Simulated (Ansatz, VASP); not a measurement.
# Si: VASP beside Ansatz

The input INCAR:

```
  PREC = Accurate
  ENCUT = 520
  EDIFF = 1E-8
  ISMEAR = -1
  SIGMA = 0.08
  LREAL = F
  LASPH = T
  NELM = 100
  ALGO = Normal
  ISIF = 2
  LWAVE = F
  LCHARG = F
  GGA = PE
  LEFG = T
  NBANDS = 11
```

The input KPOINTS:

```
Automatic mesh
0
Gamma
  11 11 11
```

File POSCAR:

```
Si
1.0
    0.0000000000      2.7063880927      2.7063880927
    2.7063880927      0.0000000000      2.7063880927
    2.7063880927      2.7063880927      0.0000000000
Si
2
Direct
    0.5000000000      0.5000000000      0.5000000000
    0.7500000000      0.7500000000      0.7500000000
```

Input for Ansatz:

```yaml
crystal:
  lattice:
    - [0.0, 2.7063880927, 2.7063880927]
    - [2.7063880927, 0.0, 2.7063880927]
    - [2.7063880927, 2.7063880927, 0.0]
  atoms:
    - { symbol: Si, position: [0.5, 0.5, 0.5] }
    - { symbol: Si, position: [0.75, 0.75, 0.75] }
kpoints:
  mp_grid: { grid: [11, 11, 11] }
scf:
  occupations: { method: fermi_dirac, width: 0.08 }
hamiltonian:
  xc: pbe
  pseudopotentials: { kind: all_electron, datasets: crystal }
output:
  forces: true
  stress: true
  eigenvalues: true
  efg: { contact_densities: true }
```

Change from the starting cell: volume scaled by 0.99, crystal datasets.

Alike in both runs: task electric field gradients; functional PBE; k mesh 11 × 11 × 11; occupations fermi-dirac, width 0.08 eV; no spin polarisation.

```csv
,VASP,Ansatz
version,VASP 6.6.1,Ansatz 0.2.0
potentials or method,"VASP PAW PBE potentials, release 64 (Si), cutoff 520 eV","all-electron PAW with datasets made for the crystal, scalar-relativistic"
```

```tsv
	VASP	Ansatz	Ansatz less VASP
pressure (GPa)	2.9	3.0	+0.04
```

Ansatz ran all-electron here, and VASP with PAW potentials.
